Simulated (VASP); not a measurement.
# H3CCl in VASP: notebook, part 2 of 2

VASP 6.6.1.

## (4) Single point, PBE+D3(BJ)

Contents of INCAR:

```
  PREC = Accurate
  ENCUT = 520
  EDIFF = 1E-7
  ISMEAR = -1
  SIGMA = 0.05
  LREAL = Auto
  LASPH = True
  NELM = 80
  ALGO = Normal
  ISIF = 2
  LWAVE = False
  LCHARG = False
  GGA = PE
  IVDW = 12
  NBANDS = 82
```

Contents of KPOINTS:

```
Automatic mesh
0
Gamma
  1 1 1
```

Contents of POSCAR:

```
H3CCl
1.0
    9.0287150000      0.0000000000      0.0000000000
    0.0000000000      9.0287150000      0.0000000000
    0.0000000000      0.0000000000      9.0287150000
C Cl H
8 8 24
Direct
    0.1385246959      0.7438046278      0.3208208477
    0.4370943152      0.4021280991      0.4433078240
    0.9759971380      0.4370721636      0.6594958419
    0.8502428086      0.1596683470      0.2777360898
    0.8342272405      0.0131690944      0.7646713846
    0.4315342770      0.1786189951      0.0395626620
    0.4185866981      0.7201910792      0.9226340625
    0.5448394373      0.7860033238      0.3053147652
    0.0779069890      0.8048653657      0.5005363443
    0.4362414807      0.2015569214      0.4347905544
    0.7803989826      0.4504627735      0.6982056694
    0.9926772525      0.2919906100      0.2168747158
    0.8760493603     -0.0538282580      0.9425150755
    0.3625100582      0.2449628768     -0.1383031805
    0.2496479289      0.7969351120      0.9054887656
    0.5151452892      0.8475070926      0.5062292918
    0.0847407411      0.8250121972      0.2511542340
    0.2683770614      0.7493535902      0.3020695636
    0.0992389282      0.6167655087      0.2855555857
    0.4085963506      0.4410815936      0.5562696353
    0.5427904192      0.4656255071      0.4194063053
    0.3418094380      0.4408157750      0.3737630438
    1.0242099789      0.3419423473      0.7165803772
    0.9883023221      0.3951392862      0.5368759563
    1.0115725217      0.5540434048      0.6956803931
    0.8971708599      0.1219553392      0.3857470304
    0.7408916994      0.1934937585      0.2437556175
    0.8770351041      0.0698105987      0.2120899818
    0.7867010976      0.1239489783      0.7853498532
    0.9316829693      0.0245882166      0.7020268111
    0.7409138510     -0.0628660889      0.7271909679
    0.4023717661      0.0665875487      0.0489659935
    0.5523709631      0.1637774589      0.0432176672
    0.3837312397      0.2398237180      0.1357114495
    0.4668216906      0.6777930193      0.8242811962
    0.5129633619      0.7871330527      0.9623739369
    0.3990379583      0.6307209830      0.9922452974
    0.5864621931      0.8954098119      0.2440325118
    0.6339772603      0.7143541467      0.2857660254
    0.4400404709      0.7558107660      0.2621746284
```

Command:

```console
cat potpaw_PBE.64/C/POTCAR potpaw_PBE.64/Cl/POTCAR potpaw_PBE.64/H/POTCAR > POTCAR
mpirun -np 1 vasp_gam > vasp.out
```

It took 2.4 min on 1 thread of Intel Xeon Platinum 8259CL at 2.50GHz (Skylake/Cascade Lake), shared host; peak memory 0.66 GiB.

Results (log left out):

```
Free energy                : -178.6795 eV
Pressure                   : -0.9 GPa
Largest force              : 4.770 eV/Å
Band gap on the k mesh     : 4.89 eV
Dispersion energy per atom : -0.042 eV
```

Forces in eV/Å, atoms in the order of the input:
```
C    0.968 -2.251 -0.977
C   -0.628  1.241  0.246
C   -0.166  0.288 -1.406
C    2.280  0.690  0.729
C   -3.012  0.089  0.880
C    0.165  0.828  0.021
C    2.275  0.250  0.115
C    0.793  4.679  0.479
Cl   0.424 -0.557 -0.197
Cl   0.443  0.902  0.151
Cl  -0.142 -0.422 -0.004
Cl  -0.567  0.084  0.074
Cl   0.503 -0.491  0.909
Cl   0.524 -0.166  0.854
Cl  -1.794  1.554 -0.464
Cl   0.359 -1.006 -1.843
H    0.024 -0.041 -0.744
H   -2.513  0.024  0.805
H    0.655  2.846  1.116
H    0.053 -0.603 -0.117
H   -0.650 -1.256 -0.272
H    0.792 -0.198  0.103
H    0.026  0.335  0.841
H   -0.119  1.572  1.532
H    0.420 -1.815 -0.948
H   -1.495  0.698  0.055
H   -0.510  0.543  0.925
H    0.332 -1.953 -1.635
H    0.035 -0.147 -0.371
H    1.113 -0.325 -1.082
H    1.297  0.840 -0.401
H   -1.246 -1.646  0.024
H    0.138  1.072 -0.261
H    0.404 -0.081 -0.735
H   -0.094 -0.540 -1.558
H   -0.641  0.510  0.463
H    0.301 -1.794  1.428
H   -1.035 -1.670  1.110
H    1.032 -1.574  0.490
H   -0.742 -0.510 -0.338
```

Stress tensor (GPa, compression positive):
```
-0.55 -0.86  0.14
-0.86 -1.35 -0.94
 0.14 -0.94 -0.95
```

Levels at points of the mesh, in eV from the valence-band top:
| k point | band 54 | band 55 | band 56 | band 57 | band 58 | band 59 |
| --- | --- | --- | --- | --- | --- | --- |
| (0.00, 0.00, 0.00) | -0.12 | -0.05 | 0.00 | 4.89 | 5.38 | 5.53 |

Caveat: the k points lie up to 0.70 Å⁻¹ apart.

## (5) Single point, PBE+D3(BJ)

Contents of INCAR:

```
SYSTEM = H3CCl
PREC = Accurate ; ENCUT = 520
EDIFF = 1E-6 ; ISMEAR = -1
SIGMA = 0.05 ; LREAL = Auto
LASPH = .True. ; NELM = 100
ALGO = Normal ; ISIF = 2
LWAVE = .False. ; LCHARG = .False.
GGA = PE ; IVDW = 12
NBANDS = 82
```

Contents of KPOINTS:

```
regular mesh
0
Gamma
  1 1 1
  0 0 0
```

Contents of POSCAR:

```
H3CCl
1.0
    9.0287150000      0.0000000000      0.0000000000
    0.0000000000      9.0287150000      0.0000000000
    0.0000000000      0.0000000000      9.0287150000
C Cl H
8 8 24
Direct
    0.1278919536      0.7595433016      0.2884795898
    0.4644847024      0.4074333945      0.4591018766
    0.9828087386      0.4208461558      0.6622980125
    0.8703453371      0.1679197981      0.2563709232
    0.8354898787     -0.0241230341      0.7387983783
    0.3956598475      0.1385136202      0.0399060110
    0.4517143359      0.6962341817      0.9109601975
    0.5525703270      0.7671523578      0.3049824920
    0.0697773714      0.8188983704      0.4797803453
    0.4509722591      0.2110156318      0.4303602451
    0.7900238295      0.4603534390      0.7086501235
    0.9994667015      0.3175424188      0.2479644113
    0.9010916836     -0.0632094379      0.9278729033
    0.3525086349      0.2399234000     -0.1305501392
    0.2542665263      0.7647821423      0.9108715914
    0.5201183114      0.8256656678      0.5029508629
    0.0392414646      0.8172370044      0.2264220324
    0.2406433252      0.8107798286      0.2825540512
    0.0749276060      0.6481431743      0.2893545759
    0.5464011213      0.4241245847      0.5486827306
    0.5295548702      0.4423663833      0.3541700009
    0.3465830963      0.4294188043      0.4625132148
    1.0384866506      0.3613914051      0.7502396520
    0.9976502747      0.3378886143      0.5720636879
    1.0292937589      0.5260327743      0.6170313273
    0.8792059557      0.1416702155      0.3827565717
    0.7613043495      0.2322811164      0.2442651031
    0.8827169758      0.0693675678      0.1940143199
    0.7202132308      0.0032673531      0.7598534232
    0.9040489150      0.0505055260      0.6881931703
    0.8302178106     -0.1299963505      0.6659197904
    0.3492745092      0.0117624712      0.0319868331
    0.5155440171      0.1484596645      0.0554563966
    0.3235565637      0.1938371075      0.1199949273
    0.5131959531      0.6964667730      0.8080441126
    0.5085552041      0.7611935918      1.0027451304
    0.4038337681      0.5879463467      0.9460150199
    0.5963750102      0.8734687051      0.2383727917
    0.6297020119      0.6779702316      0.2813135646
    0.4393426972      0.7437381732      0.3000648487
```

Command:

```console
cat potpaw_PBE.64/C/POTCAR potpaw_PBE.64/Cl/POTCAR potpaw_PBE.64/H/POTCAR > POTCAR
mpirun -np 1 vasp_gam > vasp.out
```

Run time: 2.1 min. Hardware: 1 thread of Intel Xeon Platinum 8259CL at 2.50GHz (Skylake/Cascade Lake), shared host; peak memory 0.63 GiB.

Results (log left out):

- Free energy: -178.1420 eV
- Pressure: -1.7 GPa
- Largest force: 4.956 eV/Å
- Band gap on the k mesh: 4.84 eV
- Dispersion energy per atom: -0.042 eV

Forces on the atoms (eV/Å):
```
C   -2.417  1.222  1.502
C    2.024 -0.736 -1.951
C   -0.097 -0.116 -1.431
C   -1.752  2.297  4.026
C   -1.934 -3.938  0.886
C   -1.712 -1.810 -0.788
C   -1.763 -0.143  2.227
C    1.516  3.245  0.216
Cl   0.261 -0.141 -0.256
Cl   0.248 -0.953  0.161
Cl   0.810 -0.429 -0.194
Cl   0.737 -0.148 -0.793
Cl   0.064 -0.080 -0.839
Cl   0.200 -0.508  0.225
Cl   0.777  0.675 -0.652
Cl   1.079 -0.357 -0.548
H    0.936  0.402 -0.432
H   -0.804 -1.312 -0.578
H    1.909 -0.178 -0.320
H   -1.024  0.241  0.229
H   -1.405  0.139  1.217
H    0.129  1.278  0.407
H    0.188  0.693  0.927
H   -0.912  0.402 -0.062
H    0.055 -0.516  0.846
H   -0.451 -0.163 -1.849
H    0.954 -1.426 -0.186
H    0.531 -0.513 -1.138
H   -0.066  0.723 -0.380
H    1.448  2.130 -0.927
H    0.388  1.154  1.293
H    1.202  2.518 -0.177
H   -0.220 -0.114  0.272
H    0.524 -0.001  0.403
H   -0.301  0.221 -0.545
H   -0.467 -0.804 -0.968
H    1.788 -0.007 -0.123
H   -1.188 -1.876  1.286
H    0.074 -0.362  0.677
H   -1.331 -0.710 -1.664
```

Stress tensor (GPa, compression positive):
```
-1.99 -0.62  0.66
-0.62 -1.39 -0.08
 0.66 -0.08 -1.67
```

Levels at points of the mesh, in eV from the valence-band top:
```csv
k point,band 53,band 54,band 55,band 56,band 57,band 58,band 59,band 60
"(0.00, 0.00, 0.00)",-0.18,-0.15,-0.06,0.00,4.84,5.28,5.31,5.43
```

Caveat: the k points lie up to 0.70 Å⁻¹ apart.

## (6) Single point, PBE+D3(BJ)

Contents of INCAR:

```
PREC     = Accurate       # precision mode
ENCUT    = 520            # plane-wave cutoff, eV
EDIFF    = 1E-6           # SCF threshold, eV
ISMEAR   = -1             # smearing method
SIGMA    = 0.05           # smearing width, eV
LREAL    = Auto         
LASPH    = True           # aspherical terms in the spheres
NELM     = 60             # most SCF steps
ALGO     = Normal         # electronic algorithm
ISIF     = 2              # what is computed and relaxed
LWAVE    = False          # write WAVECAR
LCHARG   = False          # write CHGCAR
GGA      = PE             # functional
IVDW     = 12             # dispersion correction
NBANDS   = 82             # bands
```

Contents of KPOINTS:

```
Automatic mesh
0
Gamma
  1 1 1
```

Contents of POSCAR:

```
H3CCl
1.0
    9.0287150000      0.0000000000      0.0000000000
    0.0000000000      9.0287150000      0.0000000000
    0.0000000000      0.0000000000      9.0287150000
C Cl H
8 8 24
Direct
    0.1304283057      0.7562981000      0.2916140337
    0.4571193132      0.4079871831      0.4560781905
    0.9878371396      0.4141563888      0.6617552996
    0.8663912860      0.1639214440      0.2721982032
    0.8179015508     -0.0235692455      0.7534959294
    0.4014857042      0.1546177944      0.0467951419
    0.4447255230      0.7057593467      0.9171294032
    0.5373854419      0.7546921129      0.3020584878
    0.0752820307      0.8226309059      0.4847422917
    0.4478378152      0.2010252843      0.4379249982
    0.7857596568      0.4587806792      0.7051501792
    1.0024793118      0.3164237657      0.2571130000
    0.8915997459     -0.0636192415      0.9365009306
    0.3629420133      0.2397240360     -0.1298523655
    0.2464027273      0.7599088021      0.9008258650
    0.5165962155      0.8278808225      0.5088985531
    0.0221958496      0.7780509187      0.2417730541
    0.2176943231      0.8167607461      0.2493045799
    0.1663359625      0.6333680928      0.2953687208
    0.5261989109      0.4174680450      0.5621287193
    0.5055868969      0.4444375529      0.3512127695
    0.3550560628      0.4582379663      0.4643074900
    1.0514231538      0.3885159738      0.7688358753
    0.9789322179      0.3267353106      0.5795509106
    1.0182179856      0.5213698738      0.6007277891
    0.8725826433      0.1274932258      0.3931456470
    0.7553123562      0.2070948081      0.2471337283
    0.9150693094      0.0682156874      0.2220027988
    0.7002214601      0.0096248469      0.7523772763
    0.8899162284      0.0791807029      0.7204568978
    0.8434755112     -0.1172149082      0.6763531688
    0.3639942118      0.0397731017      0.0536510456
    0.5218793594      0.1502760913      0.0475039914
    0.3641935757      0.2358032123      0.1396987279
    0.4969367180      0.7357525406      0.8190645070
    0.4803673612      0.7680494954      1.0123921289
    0.4327193848      0.5843577962      0.9541224859
    0.5633470544      0.8572759246      0.2432793592
    0.6188699056      0.6720336172      0.3478568102
    0.4358206013      0.6975965018      0.2885128172
```

Potentials or basis: VASP PAW PBE potentials, release 64 (C, Cl, H).

Command:

```console
cat potpaw_PBE.64/C/POTCAR potpaw_PBE.64/Cl/POTCAR potpaw_PBE.64/H/POTCAR > POTCAR
mpirun -np 1 vasp_gam > vasp.out
```

OUTCAR:

```text
PREC = Accurate
   ENCUT = 520
   EDIFF = 1E-6
   ISMEAR = -1
   LREAL = Auto
   LASPH = True
   NELM = 60
   ISIF = 2
   GGA = PE
   IVDW = 12
 IVDW          = 12

 ion  position               nearest neighbor table
   1  0.130  0.756  0.292-  18 1.03  17 1.09  19 1.16   9 1.91
   2  0.457  0.408  0.456-  22 1.03  21 1.09  20 1.15  10 1.88
   3  0.988  0.414  0.662-  24 1.09  25 1.15  23 1.15  11 1.91
[... 361 lines left out ...]
  -------------------------------------------------------------------------------------
  Total      -3.56468   -12.67253   -10.80225     2.93546     1.65454    -1.97464
  in kB      -7.75986   -27.58647   -23.51511     6.39011     3.60173    -4.29854
  external pressure =      -19.62 kB  Pullay stress =        0.00 kB

 VOLUME and BASIS-vectors are now :
 -----------------------------------------------------------------------------
  energy-cutoff  :      520.00
  volume of cell :      736.00
      direct lattice vectors                 reciprocal lattice vectors
     9.028715000  0.000000000  0.000000000     0.110757732  0.000000000  0.000000000
     0.000000000  9.028715000  0.000000000     0.000000000  0.110757732  0.000000000
     0.000000000  0.000000000  9.028715000     0.000000000  0.000000000  0.110757732

 POSITION                                       TOTAL-FORCE (eV/Angst)
 -----------------------------------------------------------------------------------
      1.17760      6.82840      2.63290        -2.105393     -2.212607      2.205517
      4.12720      3.68360      4.11780         2.929398     -2.165767      0.766998
      8.91890      3.73930      5.97480        -0.758301      1.766447      0.228022
      7.82240      1.48000      2.45760         0.911746      0.667480      2.744650
      7.38460      8.81591      6.80310         1.776581      1.511391     -0.774886
      3.62490      1.39600      0.42250         0.327665      1.650002      0.769402
[... 32 lines left out ...]
      5.58760      6.06760      3.14070         0.083644      0.837836     -1.704878
      3.93490      6.29840      2.60490        -1.090205     -0.087390     -0.694397
 -----------------------------------------------------------------------------------
    total drift:                               -0.004823      0.006633     -0.004903

  FREE ENERGIE OF THE ION-ELECTRON SYSTEM (eV)
  ---------------------------------------------------
  free  energy   TOTEN  =      -179.0378664186 eV

  energy  without entropy=     -179.0378664185  energy(sigma->0) =     -179.03786642
```

Run time: 2.2 min. Hardware: 1 thread of Intel Xeon Platinum 8259CL at 2.50GHz (Skylake/Cascade Lake), shared host; peak memory 0.63 GiB.

Results:

* Free energy: -179.0379 eV
* Pressure: -2.0 GPa
* Largest force: 4.250 eV/Å
* Band gap on the k mesh: 4.47 eV
* Dispersion energy per atom: -0.042 eV

Forces on the atoms (eV/Å):
```
C   -2.105 -2.213  2.206
C    2.929 -2.166  0.767
C   -0.758  1.766  0.228
C    0.912  0.667  2.745
C    1.777  1.511 -0.775
C    0.328  1.650  0.769
C   -2.919 -1.782  2.523
C    1.246 -0.003  3.918
Cl   0.915 -0.558 -1.108
Cl  -0.343  1.062  0.085
Cl   1.235 -0.420  0.082
Cl  -0.670 -0.639 -0.111
Cl  -0.607 -0.194 -0.363
Cl  -0.264 -0.288  0.161
Cl   0.661 -0.010 -0.063
Cl  -0.320 -0.161 -1.261
H    0.448 -0.447 -0.685
H    1.542  1.677 -0.632
H   -0.905  1.528  0.131
H   -0.640  0.428 -1.573
H    0.544  0.030  0.325
H   -2.523  0.589  0.512
H   -0.868  0.361 -1.409
H    0.250 -0.375  0.154
H    0.192 -1.276  1.012
H   -0.393  0.734 -0.907
H    0.355 -0.416 -0.365
H   -0.192 -0.326 -1.287
H    0.296 -0.297  0.322
H   -1.257 -1.538  0.172
H   -0.308  0.506  0.643
H   -0.674  0.169 -0.042
H    0.362  0.042  0.267
H    0.234 -1.559 -1.256
H    1.034  0.051 -1.716
H    0.544  0.388  0.243
H    0.739  1.313 -1.052
H    0.210 -0.556 -0.263
H    0.084  0.838 -1.705
H   -1.090 -0.087 -0.694
```

Caveat: the k points lie up to 0.70 Å⁻¹ apart.
